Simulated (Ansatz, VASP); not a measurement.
## Al: VASP beside Ansatz

```xyz
3
Lattice="3.0029 0.0000 0.0000 -1.5014 2.6006 0.0000 0.0000 0.0000 31.4681" Properties=species:S:1:pos:R:3 pbc="T T T"
Al    1.5014    0.8669   16.9175
Al    0.0000    1.7337   19.1467
Al    3.0029    0.0000   21.4334
```

Alike in both runs: task single point; functional PBE; k mesh 15 × 15 × 1; occupations methfessel-paxton of order 1, width 0.1 eV; no spin polarisation.

```csv
,VASP,Ansatz
version,VASP 6.6.1,Ansatz 0.2.0
potentials or method,"VASP PAW PBE potentials, release 64 (Al), cutoff 400 eV","scalar-relativistic, plane waves, PAW"
valence electrons in the cell,9,9
```

```tsv
	VASP	Ansatz	Ansatz less VASP
gap on the k mesh at the Fermi level (eV)	none	none	-
rms of the force components (eV/Å)	0.094	0.094	+0.0001
```

Atom by atom the forces differ by 0.000 eV/Å (rms over components). A gap of «none» marks a metal or a gap that the smearing closes. Ansatz's warnings: xc potential rough in thin density.
